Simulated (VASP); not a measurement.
Set up this calculation in VASP 6.6.1, as the native input.

- Task: relaxation of cell and atoms
- Functional: PBE
- Dispersion: D3(BJ)
- Potentials or basis: VASP PAW PBE potentials, release 64 (H, Se)
- Cutoff: 600 eV
- k mesh: 6 × 6 × 6
- Occupations: gaussian, width 0.1 eV
- Spin: no spin polarisation
- Dipole correction: no
- Further INCAR settings: ALGO = Normal; EDIFF = 1e-07; IBRION = 2; EDIFFG = -0.04; NSW = 90; ISIF = 3

The structure of H2Se lies in POSCAR:

```
H2Se
1.0
    1.8948823400     -2.9046886700      0.0000000000
    1.8948823400      2.9046886700      0.0000000000
    0.0000000000      0.0000000000      3.5412502300
H Se
2 1
Direct
    0.0997080100      0.9002919900      0.5000000000
    0.9002919900      0.0997080100      0.5000000000
    0.5000000000      0.5000000000      0.0000000000
```

The input as run:

INCAR

```
SYSTEM = H2Se
PREC = Accurate ; ENCUT = 600
EDIFF = 1E-7 ; ISMEAR = 0
SIGMA = 0.1 ; LREAL = .False.
LASPH = .True. ; NELM = 100
ALGO = Normal ; ISIF = 3
LWAVE = .False. ; LCHARG = .False.
GGA = PE ; IVDW = 12
IBRION = 2 ; NSW = 90
EDIFFG = -0.04
```

KPOINTS

```
Automatic mesh
0
Gamma
  6 6 6
  0 0 0
```

Potentials or basis: VASP PAW PBE potentials, release 64 (H, Se).

Command:

```sh
$ cat potpaw_PBE.64/H/POTCAR potpaw_PBE.64/Se/POTCAR > POTCAR
$ mpirun -np 1 vasp_std > vasp.out
```

It gave:

```
Relaxed volume                         : 12.86 Å³/atom
Relaxed cell                           : a = 2.630 Å, b = 2.630 Å, c = 5.580 Å, α = 90.00°, β = 90.00°, γ = 89.03°
Space group after relaxing (to 0.05 Å) : Cmmm (No. 65)
Energy gained by relaxing              : 833.6 meV/atom
Ionic steps                            : 56
Pressure after relaxing                : 0.0 GPa
Largest force after relaxing           : 0.034 eV/Å
Band gap on the k mesh                 : zero (band 4 reaches 4.85 eV, above the bottom of band 5 at 0.55 eV)
Dispersion energy per atom             : -0.131 eV
```

Caveat: pairwise dispersion overbinds metals, which lowers pressure and volume.

It took 8.2 min on 1 thread of Intel(R) Xeon(R) Platinum 8259CL CPU @ 2.50GHz (Skylake/Cascade Lake), on a shared host, peak memory 0.19 GiB.
